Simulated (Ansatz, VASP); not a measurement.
## SiC in VASP and in Ansatz

```
C Si
1.0
     0.00000    2.18970    2.18970
     2.18970    0.00000    2.18970
     2.18970    2.18970    0.00000
C Si
1 1
Direct
  0.00000 0.00000 0.00000
  0.25000 0.25000 0.25000
```

Alike in both runs: task single point; functional PBE; k mesh 8 × 8 × 8; occupations gaussian, width 0.02 eV; no spin polarisation.

```csv
,VASP,Ansatz
version,VASP 6.6.1,Ansatz 0.2.0
potentials or method,"VASP PAW PBE potentials, release 64 (C, Si), cutoff 600 eV","scalar-relativistic, plane waves, PAW"
valence electrons in the cell,8,8
```

VASP gave:

| Property | Result |
| --- | --- |
| gap on the k mesh at the Fermi level (eV) | 1.37 |
| least direct gap on the mesh (eV) | 4.53 |
| pressure (GPa) | -0.1 |

Q: What did Ansatz give for the same quantities?

A: gap on the k mesh at the Fermi level (eV): 1.37; least direct gap on the mesh (eV): 4.53; pressure (GPa): 0.1.
